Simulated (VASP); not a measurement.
# Y2ScAs3 (P-6m2) in VASP: further runs

Y2ScAs3 is run at these levels: PBE; tasks: relaxation of cell and atoms, single point.

All numbers are computed with VASP 6.6.1; they aren't measurements. Logs are shortened: lines on timing, memory, paths and dates and some standing lists are left out, and cuts for length are marked.

### 1 The cell of the first run

It takes space group P-6m2 (No. 187, hexagonal). Conventional cell: a = 4.319 Å, b = 4.319 Å, c = 9.095 Å, α = 90.00°, β = 90.00°, γ = 120.00°. Y (site symmetry 3m) has 3 Sc at 3.35 Å and 9 As at 3.35 to 3.40 Å and 8 Y at 4.32 to 4.62 Å within 4.7 Å. Sc (site symmetry -6m2) has 3 As at 2.49 Å and 6 Y at 3.35 Å within 3.4 Å. As (site symmetry -6m2) has 3 As at 2.49 Å and 6 Y at 3.40 Å within 3.4 Å. Within 3.4 Å of As (site symmetry -6m2) lie 3 Sc at 2.49 Å and 6 Y at 3.35 Å. As (site symmetry -6m2) has 3 As at 2.49 Å and 6 Y at 3.40 Å within 3.4 Å.

The cell was built from a structure type or drawn by symmetry, and may not be a known phase.

### 2 Relaxation of cell and atoms, PBE

INCAR reads:

```
SYSTEM = Y2ScAs3
PREC = Accurate
ENCUT = 600
EDIFF = 1E-6
ISMEAR = 0
SIGMA = 0.1
LREAL = .FALSE.
LASPH = .TRUE.
NELM = 80
ALGO = Normal
ISIF = 3
LWAVE = .FALSE.
LCHARG = .FALSE.
GGA = PE
IBRION = 2
NSW = 90
EDIFFG = -0.04
```

KPOINTS reads:

```
Automatic mesh
0
G
  6 6 2
  0 0 0
```

POSCAR reads:

```
Y2ScAs3
1.0
    4.3188735600      0.0000000000      0.0000000000
   -2.1594367800      3.7402542200      0.0000000000
    0.0000000000      0.0000000000      9.0954773400
Y Sc As
2 1 3
Direct
    0.3333333300      0.6666666700      0.2462391900
    0.3333333300      0.6666666700      0.7537608100
    0.6666666700      0.3333333300      0.0000000000
    0.6666666700      0.3333333300      0.5000000000
    0.0000000000      0.0000000000      0.0000000000
    0.0000000000      0.0000000000      0.5000000000
```

Potentials or basis: VASP PAW PBE potentials, release 64 (Y_sv, Sc_sv, As).

Command:

```
> cat potpaw_PBE.64/Y_sv/POTCAR potpaw_PBE.64/Sc_sv/POTCAR potpaw_PBE.64/As/POTCAR > POTCAR
> mpirun -np 1 vasp_std > vasp.out
```

OUTCAR:

```text
SYSTEM = Y2ScAs3
   PREC = Accurate
   ENCUT = 600
   EDIFF = 1E-6
   ISMEAR = 0
   LREAL = .FALSE.
   LASPH = .TRUE.
   NELM = 80
   ISIF = 3
   GGA = PE
   IBRION = 2
   NSW = 90
   EDIFFG = -0.04

 ion  position               nearest neighbor table
   1  0.333  0.667  0.246-   5 3.35   3 3.35   3 3.35   5 3.35   5 3.35   3 3.35   6 3.40   4 3.40
                             4 3.40   6 3.40   6 3.40   4 3.40
   2  0.333  0.667  0.754-   5 3.35   3 3.35   3 3.35   5 3.35   5 3.35   3 3.35   6 3.40   4 3.40
                             4 3.40   6 3.40   6 3.40   4 3.40
   3  0.667  0.333  0.000-   5 2.49   5 2.49   5 2.49   2 3.35   1 3.35   2 3.35   1 3.35   1 3.35
                             2 3.35
   4  0.667  0.333  0.500-   6 2.49   6 2.49   6 2.49   2 3.40   1 3.40   2 3.40   1 3.40   1 3.40
                             2 3.40
   5  0.000  0.000  0.000-   3 2.49   3 2.49   3 2.49   1 3.35   2 3.35   1 3.35   2 3.35   1 3.35
                             2 3.35
   6  0.000  0.000  0.500-   4 2.49   4 2.49   4 2.49   1 3.40   2 3.40   1 3.40   2 3.40   1 3.40
                             2 3.40

  LATTYP: Found a hexagonal cell.
 ALAT       =     4.3188735600
 C/A-ratio  =     2.1059837047

  Lattice vectors:

 A1 = (   4.3188735600,   0.0000000000,   0.0000000000)
 A2 = (  -2.1594367800,   3.7402542200,   0.0000000000)
 A3 = (   0.0000000000,   0.0000000000,   9.0954773400)

Analysis of symmetry for initial positions (statically):
=====================================================================
 Subroutine PRICEL returns:
 Original cell was already a primitive cell.

 Routine SETGRP: Setting up the symmetry group for a
 hexagonal supercell.

 Subroutine GETGRP returns: Found 12 space group operations
 (whereof 12 operations were pure point group operations)
 out of a pool of 24 trial point group operations.

The static configuration has the point symmetry D_3h.

Analysis of symmetry for dynamics (positions and initial velocities):
=====================================================================
 Subroutine PRICEL returns:
 Original cell was already a primitive cell.

 Routine SETGRP: Setting up the symmetry group for a
 hexagonal supercell.

 Subroutine GETGRP returns: Found 12 space group operations
 (whereof 12 operations were pure point group operations)
 out of a pool of 24 trial point group operations.

The dynamic configuration has the point symmetry D_3h.

 Subroutine INISYM returns: Found 12 space group operations
 (whereof 12 operations are pure point group operations),
 and found     1 'primitive' translations

----------------------------------------------------------------------------------------

                                     Primitive cell

  volume of cell :     146.9255

  direct lattice vectors                    reciprocal lattice vectors
     4.318873560  0.000000000  0.000000000     0.231541856  0.133680753  0.000000000
    -2.159436780  3.740254220  0.000000000     0.000000000  0.267361506  0.000000000
     0.000000000  0.000000000  9.095477340     0.000000000  0.000000000  0.109944752

  length of vectors
     4.318873560  4.318873561  9.095477340     0.267361506  0.267361506  0.109944752

  position of ions in fractional coordinates (direct lattice)
     0.333333330  0.666666670  0.246239190
     0.333333330  0.666666670  0.753760810
     0.666666670  0.333333330  0.000000000
     0.666666670  0.333333330  0.500000000
     0.000000000  0.000000000  0.000000000
     0.000000000  0.000000000  0.500000000

  ion indices of the primitive-cell ions
   primitive index   ion index
                 1           1
                 2           2
                 3           3
                 4           4
                 5           5
                 6           6

----------------------------------------------------------------------------------------

 KPOINTS: Automatic mesh

Automatic generation of k-mesh.
 Grid dimensions read from file:
 generate k-points for:    6    6    2

 Generating k-lattice:

  Cartesian coordinates                     Fractional coordinates (reciprocal lattice)
     0.038590309  0.022280125  0.000000000     0.166666667  0.000000000  0.000000000
     0.000000000  0.044560251  0.000000000     0.000000000  0.166666667  0.000000000
     0.000000000  0.000000000  0.054972376     0.000000000  0.000000000  0.500000000

  Length of vectors
     0.044560251  0.044560251  0.054972376

  Shift w.r.t. Gamma in fractional coordinates (k-lattice)
     0.000000000  0.000000000  0.000000000

 Subroutine IBZKPT returns following result:
 ===========================================

 Found     14 irreducible k-points:

 Following reciprocal coordinates:
            Coordinates               Weight
  0.000000  0.000000  0.000000      1.000000
  0.166667  0.000000  0.000000      6.000000
  0.333333  0.000000  0.000000      6.000000
  0.500000  0.000000  0.000000      3.000000
  0.166667  0.166667  0.000000      6.000000
  0.333333  0.166667  0.000000     12.000000
  0.333333  0.333333  0.000000      2.000000
  0.000000  0.000000  0.500000      1.000000
  0.166667  0.000000  0.500000      6.000000
  0.333333  0.000000  0.500000      6.000000
  0.500000  0.000000  0.500000      3.000000
  0.166667  0.166667  0.500000      6.000000
  0.333333  0.166667  0.500000     12.000000
  0.333333  0.333333  0.500000      2.000000
   k-points           NKPTS =     14   k-points in BZ     NKDIM =     14   number of bands    NBANDS=     28
   number of dos      NEDOS =    301   number of ions     NIONS =      6
   total plane-waves  NPLWV = 103680
   dimension x,y,z NGX =    36 NGY =   36 NGZ =   80
   dimension x,y,z NGXF=    72 NGYF=   72 NGZF=  160
   ions per type =               2   1   3
   NGX,Y,Z   is equivalent  to a cutoff of  13.86, 13.86, 14.62 a.u.
   NGXF,Y,Z  is equivalent  to a cutoff of  27.71, 27.71, 29.24 a.u.
 SYSTEM =  Y2ScAs3
   PREC   = accura    normal or accurate (medium, high low for compatibility)
   ISTART =      0    job   : 0-new  1-cont  2-samecut
   ICHARG =      2    charge: 1-file 2-atom 10-const
   ISPIN  =      1    spin polarized calculation?
   LNONCOLLINEAR =      F non collinear calculations
   LSORBIT =      F    spin-orbit coupling
   LASPH  =      T    aspherical Exc in radial PAW
   ENCUT  =  600.0 eV  44.10 Ry    6.64 a.u.   8.63  8.63 18.17*2*pi/ulx,y,z
   NELM   =     80;   NELMIN=  2; NELMDL= -5     # of ELM steps
   EDIFF  = 0.1E-05   stopping-criterion for ELM
   LREAL  =      F    real-space projection
   EDIFFG = -.4E-01   stopping-criterion for IOM
   NSW    =     90    number of steps for IOM
   IBRION =      2    ionic relax: 0-MD 1-quasi-New 2-CG
   NFREE  =      1    steps in history (QN), initial steepest desc. (CG)
   ISIF   =      3    stress and relaxation
   ISYM   =      2    0-nonsym 1-usesym 2-fastsym
   POTIM  = 0.5000    time-step for ionic-motion
   TEBEG  =    0.0;   TEEND  =   0.0 temperature during run
   PSTRESS=    0.0 pullay stress
   NELECT =      48.0000    total number of electrons
   NUPDOWN=      -1.0000    fix difference up-down
   EMIN   =  10.00;   EMAX   =-10.00  energy-range for DOS
   EFERMI =   0.00;   METHOD = LEGACY
   ISMEAR =     0;   SIGMA  =   0.10  broadening in eV -4-tet -1-fermi 0-gaus
   EFERMI_NEDOS =   21; number of points for ismear=-14 and -15
   IALGO  =     38    algorithm
   IMIX   =      4    mixing-type and parameters
     AMIX     =   0.40;   BMIX     =  1.00
     AMIX_MAG =   1.60;   BMIX_MAG =  1.00
  volume/ion in A,a.u.               =      24.49       165.25
  Fermi-wavevector in a.u.,A,eV,Ry     =   1.127516  2.130697 17.296995  1.271293
  Thomas-Fermi vector in A             =   2.264203
   LORBIT       =      0    0 simple, 1 ext, 2 COOP (PROOUT), +10 PAW based schemes
   GGA     = PE    functional components
   LHFCALC =     F    Hartree Fock is set to
   AEXX    =    0.0000 exact exchange contribution
   IVDW    =     0    specifies the selected vdW correction
   LEPSILON=     F    determine dielectric tensor
   LRPA    =     F    only Hartree local field effects (RPA)
 conjugate gradient relaxation of ions
 non-spin polarized calculation
 Gauss-broadening in eV      SIGMA  =   0.10
  energy-cutoff  :      600.00
  volume of cell :      146.93
 maximum number of plane-waves:      4932
 NGX is ok and might be reduce to    36
   NGX = 17   NGY = 17   NGZ = 37

--------------------------------------- Ionic step        1  -------------------------------------------

 number of electron      48.0000000 magnetization

 Free energy of the ion-electron system (eV)
  ---------------------------------------------------
  ext. energy  EPLUGINS =         0.00000000
  ---------------------------------------------------
  free energy    TOTEN  =       -35.45742970 eV

  energy without entropy =      -35.42174990  energy(sigma->0) =      -35.43958980

------------------------ aborting loop because EDIFF is reached ----------------------------------------

  FORCE on cell =-STRESS in cart. coord.  units (eV):
  Direction    XX          YY          ZZ          XY          YZ          ZX
  --------------------------------------------------------------------------------------
  -------------------------------------------------------------------------------------
  Total        5.5418927      5.5418927     -6.3021528      0.0000000     -0.0000000      0.0000000
  in kB       60.4326425     60.4326425    -68.7230465      0.0000000     -0.0000000      0.0000000
  external PRESSURE =      17.3807462 kB  Pullay stress =       0.0000000 kB
[... 101 lines left out ...]
  FREE ENERGIE OF THE ION-ELECTRON SYSTEM (eV)
  ---------------------------------------------------
  free  energy   TOTEN  =       -36.3007509045 eV

  energy  without entropy=      -36.2704580820  energy(sigma->0) =      -36.28560449

 E-fermi :   4.4413     XC(G=0):  -9.6966

 val. band max:        4.4240454824   @ k =   0.0000   0.0000   0.5000
 cond. band min:       4.4978580961   @ k =   0.3333   0.1667   0.0000
 fundamental gap:      0.0738126138
 Fermi energy:         4.4412890869

 k-point     1 :       0.0000    0.0000    0.0000
  band No.  band energies     occupation
      1     -45.4389      2.00000
      2     -39.2338      2.00000
      3     -39.2305      2.00000
      4     -24.1679      2.00000
      5     -24.0825      2.00000
      6     -24.0825      2.00000
[... 423 lines left out ...]
     27       5.2269      0.00000
     28       5.4651      0.00000

 E-fermi :   4.8551     XC(G=0):  -9.9491

 val. band max:        4.7878601025   @ k =   0.3333   0.3333   0.5000
 cond. band min:       4.8798597890   @ k =   0.3333   0.1667   0.0000
 fundamental gap:      0.0919996865
 Fermi energy:         4.8551160227

 k-point     1 :       0.0000    0.0000    0.0000
  band No.  band energies     occupation
      1     -45.0065      2.00000
      2     -38.5885      2.00000
      3     -38.5784      2.00000
      4     -23.7470      2.00000
      5     -23.6569      2.00000
      6     -23.6569      2.00000
[... 423 lines left out ...]
     27       5.8408      0.00000
     28       5.9898      0.00000

[... ionic steps 4 to 9 ...]

--------------------------------------- Ionic step       10  -------------------------------------------

 number of electron      47.9999997 magnetization

------------------------ aborting loop because EDIFF is reached ----------------------------------------
[... 75 lines left out ...]
--------------------------------------- Ionic step       12  -------------------------------------------

 number of electron      47.9999997 magnetization

 Free energy of the ion-electron system (eV)
  ---------------------------------------------------
  ext. energy  EPLUGINS =         0.00000000
  ---------------------------------------------------
  free energy    TOTEN  =       -36.99514852 eV

  energy without entropy =      -36.96161785  energy(sigma->0) =      -36.97838319

 E-fermi :   5.3750     XC(G=0): -10.1987

 val. band max:        5.3274959981   @ k =   0.3333   0.3333   0.5000
 cond. band min:       5.3788427821   @ k =   0.3333   0.1667   0.0000
 fundamental gap:      0.0513467841
 Fermi energy:         5.3750435528

 k-point     1 :       0.0000    0.0000    0.0000
  band No.  band energies     occupation
      1     -44.4421      2.00000
      2     -37.9005      2.00000
      3     -37.8745      2.00000
      4     -23.1845      2.00000
      5     -23.1100      2.00000
      6     -23.1100      2.00000
[... 456 lines left out ...]
  FREE ENERGIE OF THE ION-ELECTRON SYSTEM (eV)
  ---------------------------------------------------
  free  energy   TOTEN  =       -36.9951485205 eV

  energy  without entropy=      -36.9616178525  energy(sigma->0) =      -36.97838319

 reached required accuracy - stopping structural energy minimisation
```

Wall time 10 min (1 thread of Intel Xeon Platinum 8488C (Sapphire Rapids), shared host); peak memory 0.4 GiB.

Results:

```
Free energy                           : -36.9951 eV
Relaxed volume                        : 22.98 Å³/atom
Relaxed cell                          : a = 4.567 Å, b = 4.567 Å, c = 7.635 Å, α = 90.00°, β = 90.00°, γ = 120.00°
Space group after relaxing (to 0.1 Å) : P-6m2 (No. 187)
Energy gained by relaxing             : 256.3 meV/atom
Ionic steps                           : 12
Pressure after relaxing               : 0.1 GPa
Band gap on the k mesh                : zero (bands 24 and 25 overlap by 0.82 eV)
```

Forces on the atoms (eV/Å):
```
Y    0.000  0.000 -0.002
Y    0.000  0.000  0.002
Sc   0.000  0.000  0.000
As   0.000  0.000  0.000
As   0.000  0.000  0.000
As   0.000  0.000  0.000
```

The path:
| step | energy change (eV) | largest force (eV/Å) | pressure (GPa) | volume (Å³) |
| --- | --- | --- | --- | --- |
| 1 | 0.0000 | 1.1589 | 1.74 | 146.93 |
| 2 | -0.6635 | 1.1981 | -3.21 | 152.19 |
| 3 | -0.8433 | 1.0907 | -6.99 | 157.17 |
| 4 | -0.8498 | 1.1196 | -6.03 | 155.76 |
| 5 | -1.2888 | 0.9299 | -4.34 | 146.80 |
| 6 | -1.4301 | 0.4412 | -2.19 | 139.73 |
| 7 | -1.5029 | 0.4115 | -0.20 | 136.64 |
| 8 | -1.5082 | 0.4010 | 0.52 | 135.63 |
| 9 | -1.5209 | 0.3068 | 0.29 | 136.33 |
| 10 | -1.5374 | 0.0521 | -0.20 | 138.44 |
| 11 | -1.5374 | 0.0422 | -0.22 | 138.53 |
| 12 | -1.5377 | 0.0023 | 0.14 | 137.90 |

Final structure:
```
CELL_PARAMETERS angstrom
4.56674 0.00000 0.00000
-2.28337 3.95491 0.00000
0.00000 0.00000 7.63495
ATOMIC_POSITIONS crystal
Y 0.33333 0.66667 0.28044
Y 0.33333 0.66667 0.71956
Sc 0.66667 0.33333 0.00000
As 0.66667 0.33333 0.50000
As 0.00000 0.00000 0.00000
As 0.00000 0.00000 0.50000
```

Caveat: a cell axis changed by over 15 % at a fixed basis, so the end point is rough.

### 3 Single point, PBE, collinear spin

This run uses another cell than the first one, of 22.97 Å³/atom.

INCAR reads:

```
SYSTEM = Y2ScAs3
ALGO = Normal
EDIFF = 1E-6
ENCUT = 520
GGA = PE
ISIF = 2
ISMEAR = 0
ISPIN = 2
LASPH = .True.
LCHARG = .False.
LMAXMIX = 4
LORBIT = 11
LREAL = .False.
LWAVE = .False.
MAGMOM = 0 0 1 0 0 0
NBANDS = 37
NELM = 150
PREC = Accurate
SIGMA = 0.1
```

KPOINTS reads:

```
k-points
0
Gamma
  6 6 2
  0 0 0
```

POSCAR reads:

```
Y2ScAs3
1.0
    4.5731806765      0.0000000000      0.0000000000
   -2.2865903383      3.9604906419      0.0000000000
    0.0000000000      0.0000000000      7.6080951208
Y Sc As
2 1 3
Direct
    0.3333333333      0.6666666667      0.2806425151
    0.3333333333      0.6666666667      0.7193574849
    0.6666666667      0.3333333333      0.0000000000
    0.6666666667      0.3333333333      0.5000000000
    0.0000000000      0.0000000000      0.0000000000
    0.0000000000      0.0000000000      0.5000000000
```

Potentials or basis: VASP PAW PBE potentials, release 64 (Y_sv, Sc_sv, As).

Command:

```
> cat potpaw_PBE.64/Y_sv/POTCAR potpaw_PBE.64/Sc_sv/POTCAR potpaw_PBE.64/As/POTCAR > POTCAR
> mpirun -np 1 vasp_std > vasp.out
```

Wall time 2.6 min (1 thread of Intel Xeon Platinum 8488C (Sapphire Rapids), shared host); peak memory 0.4 GiB.

It converged, with:

```yaml
Free_energy: -37.0080 eV
Pressure: 0.2 GPa
Largest_force: 0.019 eV/Å
Net_moment: 0.81 μB per cell
Site_moments: Y +0.08; Sc +0.43; As -0.02, -0.01 (each value once) μB
Valence_electrons_inside_the_program's_atomic_spheres: Y 9.44; Sc 9.53; As 2.75, 2.81, 2.77
```

Forces in eV/Å, atoms in the order of the input:
```
Y    0.000  0.000  0.019
Y    0.000  0.000 -0.019
Sc   0.000  0.000  0.000
As   0.000  0.000  0.000
As   0.000  0.000  0.000
As   0.000  0.000  0.000
```

Stress tensor (GPa, compression positive):
```
0.01 0.00 0.00
0.00 0.01 0.00
0.00 0.00 0.48
```

Levels at points of the mesh, in eV from the Fermi level:
Spin up:
```tsv
k point	band 22	band 23	band 24	band 25	band 26	band 27
(0.00, 0.00, 0.00)	-1.56	-1.49	-1.19	-0.38	-0.37	-0.37
(0.50, 0.00, 0.00)	-1.39	-0.86	0.04	0.54	0.59	0.90
(0.00, 0.00, 0.50)	-1.66	-1.66	-0.03	0.34	0.38	0.38
(0.50, 0.00, 0.50)	-2.60	-0.35	-0.09	-0.05	0.67	1.10
```
Spin down:
| k point | band 21 | band 22 | band 23 | band 24 | band 25 | band 26 |
| --- | --- | --- | --- | --- | --- | --- |
| (0.00, 0.00, 0.00) | -1.56 | -1.56 | -1.48 | -1.07 | -0.13 | -0.04 |
| (0.50, 0.00, 0.00) | -2.65 | -1.30 | -0.61 | 0.50 | 0.75 | 0.82 |
| (0.00, 0.00, 0.50) | -3.17 | -1.66 | -1.66 | 0.12 | 0.34 | 0.65 |
| (0.50, 0.00, 0.50) | -2.63 | -2.57 | -0.07 | 0.23 | 0.34 | 0.96 |

Caveat: the k points lie up to 0.41 Å⁻¹ apart.
